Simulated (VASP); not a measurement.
Write the native input for VASP 6.6.1 that does the following.

```yaml
Task: relaxation of cell and atoms
Functional: PBEsol
Potentials_or_basis: VASP PAW PBE potentials, release 64 (Ba_sv, Te)
Cutoff: 600 eV
k_mesh: 6 × 6 × 6
Occupations: gaussian, width 0.01 eV
Spin: no spin polarisation
Target_pressure: 10 GPa
Dipole_correction: no
Further_INCAR_settings: ALGO = Normal; EDIFF = 1e-06; IBRION = 2; EDIFFG = -0.002; NSW = 100; ISIF = 3
```

The structure of BaTe lies in POSCAR:

```
BaTe
1.0
    0.0000000000      3.4713686740      3.4713686740
    3.4713686740      0.0000000000      3.4713686740
    3.4713686740      3.4713686740      0.0000000000
Ba Te
1 1
Direct
    0.0000000000      0.0000000000      0.0000000000
    0.5000000000      0.5000000000      0.5000000000
```

These files were run (other wordings do the same):

INCAR

```
SYSTEM = BaTe
PREC = Accurate ; ENCUT = 600
EDIFF = 1E-6 ; ISMEAR = 0
SIGMA = 0.01 ; LREAL = .FALSE.
LASPH = .TRUE. ; NELM = 100
ALGO = Normal ; ISIF = 3
LWAVE = .FALSE. ; LCHARG = .FALSE.
GGA = PS ; IBRION = 2
NSW = 100 ; EDIFFG = -0.002
PSTRESS = 100.0
```

KPOINTS

```
Automatic mesh
0
G
  6 6 6
  0 0 0
```

Potentials or basis: VASP PAW PBE potentials, release 64 (Ba_sv, Te).

The run is started by

```sh
$ cat potpaw_PBE.64/Ba_sv/POTCAR potpaw_PBE.64/Te/POTCAR > POTCAR
$ mpirun -np 1 vasp_std > vasp.out
```

It gave:

| Property | Result |
| --- | --- |
| Relaxed volume | 34.58 Å³/atom |
| Relaxed cell | a = 4.608 Å, b = 4.608 Å, c = 4.608 Å, α = 60.00°, β = 60.00°, γ = 60.00° |
| Space group after relaxing (to 0.05 Å) | Fm-3m (No. 225) |
| Energy change on relaxing (the enthalpy is what falls) | +200.5 meV/atom |
| Ionic steps | 7 |
| Pressure after relaxing | 10.0 GPa |
| Band gap on the k mesh | 0.81 eV, indirect (least direct gap 1.15 eV) |

Caveat: the cell is relaxed towards a set pressure, so the enthalpy falls and the energy may rise; the volume moved by over 15 % at a fixed basis, so the end points are rough; the PAW data sets were made with another functional, which shifts forces and pressure a little; spin-orbit coupling is left out, which moves the levels of the heavy elements.

Wall time 59 s on 1 thread of Intel(R) Xeon(R) 6975P-C (Granite Rapids), with other jobs on the host, peak memory 0.25 GiB.
